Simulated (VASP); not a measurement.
# SiMo3 (Im-3m) in VASP: a series of runs

The runs below take SiMo3 through single point, relaxation of cell and atoms, with PBE.

Program: VASP 6.6.1. These are calculated values, not measurements. Logs are shortened: lines on timing, memory, paths and dates and some standing lists are left out, and cuts for length are marked.

## 1. The cell of the first run

It takes space group Im-3m (No. 229, cubic). Conventional cell: a = 5.152 Å, b = 5.152 Å, c = 5.152 Å, α = 90.00°, β = 90.00°, γ = 90.00°. Si (site symmetry m-3m) has 6 Mo at 2.58 Å within 3.4 Å. Within 3.4 Å of Mo (site symmetry 4/mmm) lie 2 Si at 2.58 Å and 4 Mo at 2.58 Å.

## 2. Single point, PBE

Input file INCAR:

```
SYSTEM = SiMo3
ALGO = Fast
EDIFF = 1E-6
ENCUT = 520
GGA = PE
ISIF = 2
ISMEAR = 0
LASPH = .TRUE.
LCHARG = .FALSE.
LREAL = .FALSE.
LWAVE = .FALSE.
NBANDS = 31
NELM = 60
PREC = Accurate
SIGMA = 0.1
```

Input file KPOINTS:

```
k-points
0
G
  12 12 12
  0 0 0
```

Input file POSCAR:

```
SiMo3
1.0
   -2.5761112265      2.5761112265      2.5761112265
    2.5761112265     -2.5761112265      2.5761112265
    2.5761112265      2.5761112265     -2.5761112265
Si Mo
1 3
Direct
    0.0000000000      0.0000000000      0.0000000000
    0.0000000000      0.5000000000      0.5000000000
    0.5000000000      0.0000000000      0.5000000000
    0.5000000000      0.5000000000      0.0000000000
```

Potentials or basis: VASP PAW PBE potentials, release 64 (Si, Mo_sv).

On the command line:

```
> cat potpaw_PBE.64/Si/POTCAR potpaw_PBE.64/Mo_sv/POTCAR > POTCAR
> mpirun -np 1 vasp_std > vasp.out
```

OUTCAR:

```text
SYSTEM = SiMo3
   EDIFF = 1E-6
   ENCUT = 520
   GGA = PE
   ISIF = 2
   ISMEAR = 0
   LASPH = .TRUE.
   LREAL = .FALSE.
   NELM = 60
   PREC = Accurate

 ion  position               nearest neighbor table
   1  0.000  0.000  0.000-   2 2.58   3 2.58   4 2.58   2 2.58   3 2.58   4 2.58
   2  0.000  0.500  0.500-   1 2.58   3 2.58   4 2.58   1 2.58   4 2.58   3 2.58
   3  0.500  0.000  0.500-   1 2.58   2 2.58   4 2.58   4 2.58   1 2.58   2 2.58
   4  0.500  0.500  0.000-   1 2.58   2 2.58   3 2.58   3 2.58   2 2.58   1 2.58

  LATTYP: Found a body centered cubic cell.
 ALAT       =     5.1522224530

  Lattice vectors:

 A1 = (  -2.5761112265,   2.5761112265,   2.5761112265)
 A2 = (   2.5761112265,  -2.5761112265,   2.5761112265)
 A3 = (   2.5761112265,   2.5761112265,  -2.5761112265)

Analysis of symmetry for initial positions (statically):
=====================================================================
 Subroutine PRICEL returns:
 Original cell was already a primitive cell.

 Routine SETGRP: Setting up the symmetry group for a
 body centered cubic supercell.

 Subroutine GETGRP returns: Found 48 space group operations
 (whereof 48 operations were pure point group operations)
 out of a pool of 48 trial point group operations.

The static configuration has the point symmetry O_h .

Analysis of symmetry for dynamics (positions and initial velocities):
=====================================================================
 Subroutine PRICEL returns:
 Original cell was already a primitive cell.

 Routine SETGRP: Setting up the symmetry group for a
 body centered cubic supercell.

 Subroutine GETGRP returns: Found 48 space group operations
 (whereof 48 operations were pure point group operations)
 out of a pool of 48 trial point group operations.

The dynamic configuration has the point symmetry O_h .

 Subroutine INISYM returns: Found 48 space group operations
 (whereof 48 operations are pure point group operations),
 and found     1 'primitive' translations

----------------------------------------------------------------------------------------

                                     Primitive cell

  volume of cell :      68.3839

  direct lattice vectors                    reciprocal lattice vectors
    -2.576111227  2.576111227  2.576111227     0.000000000  0.194090998  0.194090998
     2.576111227 -2.576111227  2.576111227     0.194090998  0.000000000  0.194090998
     2.576111227  2.576111227 -2.576111227     0.194090998  0.194090998  0.000000000

  length of vectors
     4.461955530  4.461955530  4.461955530     0.274486122  0.274486122  0.274486122

  position of ions in fractional coordinates (direct lattice)
     0.000000000  0.000000000  0.000000000
     0.000000000  0.500000000  0.500000000
     0.500000000  0.000000000  0.500000000
     0.500000000  0.500000000  0.000000000

  ion indices of the primitive-cell ions
   primitive index   ion index
                 1           1
                 2           2
                 3           3
                 4           4

----------------------------------------------------------------------------------------

 KPOINTS: k-points

Automatic generation of k-mesh.
 Grid dimensions read from file:
 generate k-points for:   12   12   12

 Generating k-lattice:

  Cartesian coordinates                     Fractional coordinates (reciprocal lattice)
     0.000000000  0.016174250  0.016174250     0.083333333  0.000000000  0.000000000
     0.016174250  0.000000000  0.016174250     0.000000000  0.083333333  0.000000000
     0.016174250  0.016174250  0.000000000     0.000000000  0.000000000  0.083333333

  Length of vectors
     0.022873844  0.022873844  0.022873844

  Shift w.r.t. Gamma in fractional coordinates (k-lattice)
     0.000000000  0.000000000  0.000000000

 Subroutine IBZKPT returns following result:
 ===========================================

 Found     72 irreducible k-points:

 Following reciprocal coordinates:
            Coordinates               Weight
  0.000000  0.000000  0.000000      1.000000
  0.083333  0.000000  0.000000     12.000000
  0.166667  0.000000  0.000000     12.000000
  0.250000  0.000000  0.000000     12.000000
  0.333333  0.000000  0.000000     12.000000
  0.416667  0.000000  0.000000     12.000000
[... 16 lines left out ...]
  0.333333  0.083333  0.083333     24.000000
  0.416667  0.083333  0.083333     12.000000
 [... further k-points ...]
   k-points           NKPTS =     72   k-points in BZ     NKDIM =     72   number of bands    NBANDS=     31
   number of dos      NEDOS =    301   number of ions     NIONS =      4
   total plane-waves  NPLWV =  46656
   dimension x,y,z NGX =    36 NGY =   36 NGZ =   36
   dimension x,y,z NGXF=    72 NGYF=   72 NGZF=   72
   ions per type =               1   3
   NGX,Y,Z   is equivalent  to a cutoff of  13.41, 13.41, 13.41 a.u.
   NGXF,Y,Z  is equivalent  to a cutoff of  26.83, 26.83, 26.83 a.u.
 SYSTEM =  SiMo3
   PREC   = accura    normal or accurate (medium, high low for compatibility)
   ISTART =      0    job   : 0-new  1-cont  2-samecut
   ICHARG =      2    charge: 1-file 2-atom 10-const
   ISPIN  =      1    spin polarized calculation?
   LNONCOLLINEAR =      F non collinear calculations
   LSORBIT =      F    spin-orbit coupling
   LASPH  =      T    aspherical Exc in radial PAW
   ENCUT  =  520.0 eV  38.22 Ry    6.18 a.u.   8.30  8.30  8.30*2*pi/ulx,y,z
   NELM   =     60;   NELMIN=  2; NELMDL= -5     # of ELM steps
   EDIFF  = 0.1E-05   stopping-criterion for ELM
   LREAL  =      F    real-space projection
   EDIFFG = 0.1E-04   stopping-criterion for IOM
   NSW    =      0    number of steps for IOM
   IBRION =     -1    ionic relax: 0-MD 1-quasi-New 2-CG
   NFREE  =      0    steps in history (QN), initial steepest desc. (CG)
   ISIF   =      2    stress and relaxation
   ISYM   =      2    0-nonsym 1-usesym 2-fastsym
   POTIM  = 0.5000    time-step for ionic-motion
   TEBEG  =    0.0;   TEEND  =   0.0 temperature during run
   PSTRESS=    0.0 pullay stress
   NELECT =      46.0000    total number of electrons
   NUPDOWN=      -1.0000    fix difference up-down
   EMIN   =  10.00;   EMAX   =-10.00  energy-range for DOS
   EFERMI =   0.00;   METHOD = LEGACY
   ISMEAR =     0;   SIGMA  =   0.10  broadening in eV -4-tet -1-fermi 0-gaus
   EFERMI_NEDOS =   21; number of points for ismear=-14 and -15
   IALGO  =     68    algorithm
   IMIX   =      4    mixing-type and parameters
     AMIX     =   0.40;   BMIX     =  1.00
     AMIX_MAG =   1.60;   BMIX_MAG =  1.00
  volume/ion in A,a.u.               =      17.10       115.37
  Fermi-wavevector in a.u.,A,eV,Ry     =   1.434419  2.710660 27.994792  2.057559
  Thomas-Fermi vector in A             =   2.553830
   LORBIT       =      0    0 simple, 1 ext, 2 COOP (PROOUT), +10 PAW based schemes
   GGA     = PE    functional components
   LHFCALC =     F    Hartree Fock is set to
   AEXX    =    0.0000 exact exchange contribution
   IVDW    =     0    specifies the selected vdW correction
   LEPSILON=     F    determine dielectric tensor
   LRPA    =     F    only Hartree local field effects (RPA)
 non-spin polarized calculation
 RMM-DIIS sequential band-by-band and
 Gauss-broadening in eV      SIGMA  =   0.10
  energy-cutoff  :      520.00
  volume of cell :       68.38
 maximum number of plane-waves:      1878
 NGX is ok and might be reduce to    36
   NGX = 17   NGY = 17   NGZ = 17

 number of electron      46.0000006 magnetization

 Free energy of the ion-electron system (eV)
  ---------------------------------------------------
  ext. energy  EPLUGINS =         0.00000000
  ---------------------------------------------------
  free energy    TOTEN  =       -34.12421348 eV

  energy without entropy =      -34.09384949  energy(sigma->0) =      -34.10903148

 E-fermi :  10.1729     XC(G=0): -12.1713

 val. band max:       10.1623339075   @ k =   0.3333   0.2500   0.0000
 cond. band min:      10.1733986480   @ k =   0.3333   0.0833   0.0833
 fundamental gap:      0.0110647405
 Fermi energy:        10.1728879051

 k-point     1 :       0.0000    0.0000    0.0000
  band No.  band energies     occupation
      1     -50.8267      2.00000
      2     -50.5035      2.00000
      3     -50.5035      2.00000
      4     -25.4897      2.00000
      5     -25.4897      2.00000
      6     -25.4897      2.00000
[... 23 lines left out ...]
     30      13.1435      0.00000
     31      16.4686      0.00000

 k-point     2 :       0.0833    0.0000    0.0000
  band No.  band energies     occupation
      1     -50.8218      2.00000
      2     -50.5085      2.00000
      3     -50.5037      2.00000
      4     -25.4902      2.00000
      5     -25.4667      2.00000
      6     -25.4654      2.00000
[... 23 lines left out ...]
     30      13.0680      0.00000
     31      15.4947      0.00000

 k-point     3 :       0.1667    0.0000    0.0000
  band No.  band energies     occupation
      1     -50.8076      2.00000
      2     -50.5229      2.00000
      3     -50.5044      2.00000
      4     -25.4916      2.00000
      5     -25.3987      2.00000
      6     -25.3939      2.00000
[... 23 lines left out ...]
     30      12.9891      0.00000
     31      14.4946      0.00000

 k-point     4 :       0.2500    0.0000    0.0000
  band No.  band energies     occupation
      1     -50.7854      2.00000
      2     -50.5453      2.00000
      3     -50.5052      2.00000
      4     -25.4934      2.00000
      5     -25.2899      2.00000
      6     -25.2799      2.00000
[... 635 lines left out ...]
     30      13.1864      0.00000
     31      14.3815      0.00000

 k-point    23 :       0.3333    0.0833    0.0833
  band No.  band energies     occupation
      1     -50.7186      2.00000
      2     -50.5987      2.00000
      3     -50.5211      2.00000
      4     -25.4020      2.00000
      5     -24.9827      2.00000
      6     -24.9587      2.00000
[... 23 lines left out ...]
     30      12.7214      0.00000
     31      14.4880      0.00000

 k-point    24 :       0.4167    0.0833    0.0833
  band No.  band energies     occupation
      1     -50.7038      2.00000
      2     -50.6136      2.00000
      3     -50.5214      2.00000
      4     -25.4024      2.00000
      5     -24.8853      2.00000
      6     -24.8223      2.00000
[... 23 lines left out ...]
     30      12.5918      0.00000
     31      14.5463      0.00000

 [... further k-points ...]

------------------------ aborting loop because EDIFF is reached ----------------------------------------

  FORCE on cell =-STRESS in cart. coord.  units (eV):
  Direction    XX          YY          ZZ          XY          YZ          ZX
  --------------------------------------------------------------------------------------
  -------------------------------------------------------------------------------------
  Total        0.1242934      0.1242934      0.1242934      0.0000000     -0.0000000      0.0000000
  in kB        2.9120904      2.9120904      2.9120904      0.0000000     -0.0000000      0.0000000
  external PRESSURE =       2.9120904 kB  Pullay stress =       0.0000000 kB

 VOLUME and BASIS-vectors are now :
 -----------------------------------------------------------------------------
  energy-cutoff  :      520.00
  volume of cell :       68.38
      direct lattice vectors                 reciprocal lattice vectors
    -2.576111227  2.576111227  2.576111227     0.000000000  0.194090998  0.194090998
     2.576111227 -2.576111227  2.576111227     0.194090998  0.000000000  0.194090998
     2.576111227  2.576111227 -2.576111227     0.194090998  0.194090998  0.000000000

 POSITION                                       TOTAL-FORCE (eV/Angst)
 -----------------------------------------------------------------------------------
      0.00000      0.00000      0.00000         0.000000     -0.000000     -0.000000
      2.57611      0.00000      0.00000         0.000000      0.000000     -0.000000
      0.00000      2.57611      0.00000        -0.000000     -0.000000      0.000000
      0.00000      0.00000      2.57611        -0.000000      0.000000     -0.000000
 -----------------------------------------------------------------------------------
    total drift:                                0.000000      0.000000     -0.000000

  FREE ENERGIE OF THE ION-ELECTRON SYSTEM (eV)
  ---------------------------------------------------
  free  energy   TOTEN  =       -34.1242134762 eV

  energy  without entropy=      -34.0938494856  energy(sigma->0) =      -34.10903148
```

Wall time 2.8 min (1 thread of Intel Xeon Platinum 8259CL at 2.50GHz (Skylake/Cascade Lake), shared host); peak memory 0.28 GiB.

Results:

| Quantity | Value |
| --- | --- |
| Free energy | -34.1242 eV |
| Pressure | 0.3 GPa |
| Band gap on the k mesh | zero (band 23 reaches 11.21 eV, above the bottom of band 24 at 9.78 eV) |

## 3. Relaxation of cell and atoms, PBE

This run uses another cell than the first one, of 17.20 Å³/atom, 1.006 times its volume.

Input file INCAR:

```
SYSTEM = SiMo3
PREC = Accurate ; ENCUT = 600
EDIFF = 1E-7 ; ISMEAR = 0
SIGMA = 0.1 ; LREAL = .FALSE.
LASPH = .TRUE. ; NELM = 100
ALGO = Normal ; ISIF = 3
LWAVE = .FALSE. ; LCHARG = .FALSE.
GGA = PE ; IBRION = 2
NSW = 90 ; EDIFFG = -0.04
```

Input file KPOINTS:

```
regular mesh
0
G
  6 6 6
  0 0 0
```

Input file POSCAR:

```
SiMo3
1.0
   -2.5812254595      2.5812254595      2.5812254595
    2.5812254595     -2.5812254595      2.5812254595
    2.5812254595      2.5812254595     -2.5812254595
Si Mo
1 3
Direct
    0.0000000000      0.0000000000      0.0000000000
    0.0000000000      0.5000000000      0.5000000000
    0.5000000000      0.0000000000      0.5000000000
    0.5000000000      0.5000000000      0.0000000000
```

Potentials or basis: VASP PAW PBE potentials, release 64 (Si, Mo_sv).

On the command line:

```
> cat potpaw_PBE.64/Si/POTCAR potpaw_PBE.64/Mo_sv/POTCAR > POTCAR
> mpirun -np 1 vasp_std > vasp.out
```

Run time: 35 s. Hardware: 1 thread of Intel Xeon Platinum 8259CL at 2.50GHz (Skylake/Cascade Lake), shared host; peak memory 0.21 GiB.

It converged, with:

```
Free energy             : -34.0642 eV
Pressure after relaxing : -0.4 GPa
Band gap on the k mesh  : zero (band 23 reaches 11.11 eV, above the bottom of band 24 at 9.72 eV)
```

Final structure:
```
CELL_PARAMETERS angstrom
-2.58123 2.58123 2.58123
2.58123 -2.58123 2.58123
2.58123 2.58123 -2.58123
ATOMIC_POSITIONS crystal
Si 0.00000 0.00000 0.00000
Mo 0.00000 0.50000 0.50000
Mo 0.50000 0.00000 0.50000
Mo 0.50000 0.50000 0.00000
```

Levels at points of the mesh, in eV from the Fermi level:
```
           k point  band 20  band 21  band 22  band 23  band 24  band 25
(0.00, 0.00, 0.00)     0.00     0.00     0.00     0.75     0.75     1.43
(0.50, 0.00, 0.00)    -1.25    -0.78    -0.53    -0.42    -0.36    -0.04
(0.50, 0.50, 0.50)    -2.32    -2.32    -2.32     0.38     0.38     0.76
```

Caveat: the relaxation stopped at its first step, so nothing moved.
